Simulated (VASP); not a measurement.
A run of VASP 6.6.1 is set up as follows.

File INCAR:

```
PREC = Accurate
ENCUT = 520
EDIFF = 1E-6
ISMEAR = 0
SIGMA = 0.1
LREAL = F
LASPH = T
NELM = 150
ALGO = Normal
ISIF = 2
LWAVE = F
LCHARG = F
ISPIN = 2
MAGMOM = 1 -1 0 0 0 0
LORBIT = 11
LMAXMIX = 4
GGA = PE
NBANDS = 41
```

KPOINTS

```
Automatic mesh
0
Gamma
  6 6 4
```

File POSCAR:

```
TaTiN
1.0
    3.5849008800      0.0000000000      0.0000000000
    0.0000000000      3.5849008800      0.0000000000
    0.0000000000      0.0000000000      7.0275056100
Ti Ta N
2 2 2
Direct
    0.5000000000      0.0000000000      0.2218582600
    0.0000000000      0.5000000000      0.7781417400
    0.5000000000      0.5000000000      0.0000000000
    0.0000000000      0.0000000000      0.0000000000
    0.0000000000      0.5000000000      0.3488678000
    0.5000000000      0.0000000000      0.6511322000
```

Potentials or basis: VASP PAW PBE potentials, release 64 (Ti_sv, Ta_pv, N).

Launch:

```bash
$ cat potpaw_PBE.64/Ti_sv/POTCAR potpaw_PBE.64/Ta_pv/POTCAR potpaw_PBE.64/N/POTCAR > POTCAR
$ mpirun -np 1 vasp_std > vasp.out
```

(1) Estimate the pressure.

(2) Predict the band gap on the k mesh.

Answers

(1) 31.1 GPa.

(2) zero (filled and empty bands overlap).

Caveat: spin-orbit coupling is left out, which moves the levels of the heavy elements; forces of over 1 eV/Å act on the atoms, so gaps and moduli don't describe the material at rest.
